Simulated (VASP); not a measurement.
Write the native input for VASP 6.6.1 that does the following.

| Quantity | Value |
| --- | --- |
| Task | single point |
| Functional | PBE |
| Potentials or basis | VASP PAW PBE potentials, release 64 (Nb_sv, Si) |
| Cutoff | 520 eV |
| k mesh | 11 × 11 × 6 |
| Occupations | fermi-dirac, width 0.1 eV |
| Spin | no spin polarisation |
| Dipole correction | no |
| Further INCAR settings | ALGO = Normal; EDIFF = 1e-07; NBANDS = 25 |

The structure of NbSi (NiAs type) lies in POSCAR:

```
NbSi
1.0
    2.6650431620      0.0000000000      0.0000000000
   -1.3325215810      2.3079950805      0.0000000000
    0.0000000000      0.0000000000      7.8504319036
Nb Si
2 2
Direct
    0.0000000000      0.0000000000      0.0000000000
    0.0000000000      0.0000000000      0.5000000000
    0.3333333333      0.6666666667      0.2500000000
    0.6666666667      0.3333333333      0.7500000000
```

One way to write it, as run:

INCAR

```
SYSTEM = NbSi
ALGO = Normal ; EDIFF = 1E-7
ENCUT = 520 ; GGA = PE
ISIF = 2 ; ISMEAR = -1
LASPH = .TRUE. ; LCHARG = .TRUE.
LELF = .TRUE. ; LREAL = .FALSE.
LVHAR = .TRUE. ; LWAVE = .FALSE.
NBANDS = 25 ; NELM = 100
PREC = Accurate ; SIGMA = 0.1
```

KPOINTS

```
k-points
0
G
  11 11 6
  0 0 0
```

Potentials or basis: VASP PAW PBE potentials, release 64 (Nb_sv, Si).

Run with:

```bash
$ cat potpaw_PBE.64/Nb_sv/POTCAR potpaw_PBE.64/Si/POTCAR > POTCAR
$ mpirun -np 1 vasp_std > vasp.out
```

Results of the run:

```
Pressure               : 84.5 GPa
Band gap on the k mesh : zero (bands 17 and 18 overlap by 3.00 eV)
```

Caveat: the cell stands under pressure.

Wall time 2.4 min on 1 thread of Intel Xeon 8259CL (shared host), peak memory 0.2 GiB.
